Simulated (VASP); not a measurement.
Crystal: InSe2.

```
In Se
1.0
     3.89489    0.00000    0.00000
     0.00000    3.89489    0.00000
     0.00000    0.00000    9.62623
In Se
2 4
Direct
  0.00000 0.50000 0.70647
  0.50000 0.00000 0.29353
  0.00000 0.50000 0.36621
  0.50000 0.00000 0.63379
  0.00000 0.00000 0.00000
  0.50000 0.50000 0.00000
```

Base run:

- Program: VASP 6.6.1
- Functional: PBEsol
- Potentials or basis: VASP PAW PBE potentials, release 64 (In_d, Se)
- Cutoff: 520 eV
- k mesh: 10 × 10 × 4
- Occupations: fermi-dirac, width 0.05 eV
- Spin: no spin polarisation

Its results: band gap on the k mesh zero (band 25 reaches 5.60 eV, above the bottom of band 26 at 3.51 eV); pressure -3.3 GPa; largest force 0.102 eV/Å.

Question: After a change of settings the same cell gave: band gap on the k mesh zero (band 25 reaches 5.61 eV, above the bottom of band 26 at 3.48 eV); pressure -1.4 GPa; largest force 0.035 eV/Å. Which change was it?
A. occupations from fermi-dirac, width 0.05 eV to gaussian, width 0.1 eV
B. k mesh from 10 × 10 × 4 to 6 × 6 × 2; occupations from fermi-dirac, width 0.05 eV to gaussian, width 0.1 eV
C. occupations from fermi-dirac, width 0.05 eV to fermi-dirac, width 0.2 eV; further incar settings from ALGO = Normal; EDIFF = 1e-06; NBANDS = 34 to ALGO = Normal; EDIFF = 1e-07; NBANDS = 34
D. occupations from fermi-dirac, width 0.05 eV to fermi-dirac, width 0.5 eV

Answer: D.

Caveats: the PAW data sets were made with another functional, which shifts forces and pressure a little; spin-orbit coupling is left out, which moves the levels of the heavy elements.
